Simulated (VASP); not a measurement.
Wanted: the native input for a VASP 6.6.1 run.

| Item | Value |
| --- | --- |
| Task | single point |
| Functional | PBE |
| Potentials or basis | VASP PAW PBE potentials, release 64 (Mo_sv, S) |
| Cutoff | 520 eV |
| k mesh | 10 × 10 × 1 |
| Occupations | gaussian, width 0.1 eV |
| Spin | no spin polarisation |
| Dipole correction | yes |
| Further INCAR settings | ALGO = Normal; EDIFF = 1e-07; NBANDS = 32 |

The structure of Mo3S lies in POSCAR:

```
Mo3S
1.0
    2.7370454664      0.0000000000      0.0000000000
   -0.9123484888      2.5805112129      0.0000000000
    0.0000000000      0.0000000000     19.8082440452
Mo S
3 1
Direct
    0.5000000000      0.5000000000      0.2019361227
    0.0000000000      0.0000000000      0.3106875856
    0.5000000000      0.5000000000      0.4194336472
    0.8333333333      1.1666666667      0.5058807246
```

One way to write it, as run:

INCAR

```
SYSTEM = Mo3S
PREC     = Accurate       ! precision mode
ENCUT    = 520            ! plane-wave cutoff, eV
EDIFF    = 1E-7           ! SCF threshold, eV
ISMEAR   = 0              ! smearing method
SIGMA    = 0.1            ! smearing width, eV
LREAL    = .FALSE.        ! projectors in reciprocal space
LASPH    = .TRUE.         ! aspherical terms in the spheres
NELM     = 80             ! most SCF steps
ALGO     = Normal         ! electronic algorithm
ISIF     = 2              ! what is computed and relaxed
LWAVE    = .FALSE.        ! write WAVECAR
LCHARG   = .TRUE.         ! write CHGCAR
LDIPOL   = .TRUE.       
IDIPOL   = 3            
DIPOL    = 0.5 0.5 0.359
GGA      = PE             ! functional
LELF     = .TRUE.         ! ELF
LVHAR    = .TRUE.       
LVACPOTAV= .TRUE.       
NBANDS   = 32             ! bands
```

KPOINTS

```
regular mesh
0
G
  10 10 1
  0 0 0
```

Potentials or basis: VASP PAW PBE potentials, release 64 (Mo_sv, S).

Command:

```bash
$ cat potpaw_PBE.64/Mo_sv/POTCAR potpaw_PBE.64/S/POTCAR > POTCAR
$ mpirun -np 1 vasp_std > vasp.out
```

It gave:

```
Largest force          : 1.294 eV/Å
Band gap on the k mesh : zero (band 24 reaches 3.71 eV, above the bottom of band 25 at 2.19 eV)
```

It took 3.4 min on 1 thread of AMD EPYC 7R43 64-Core Processor (Zen 3) (shared host), peak memory 0.26 GiB.
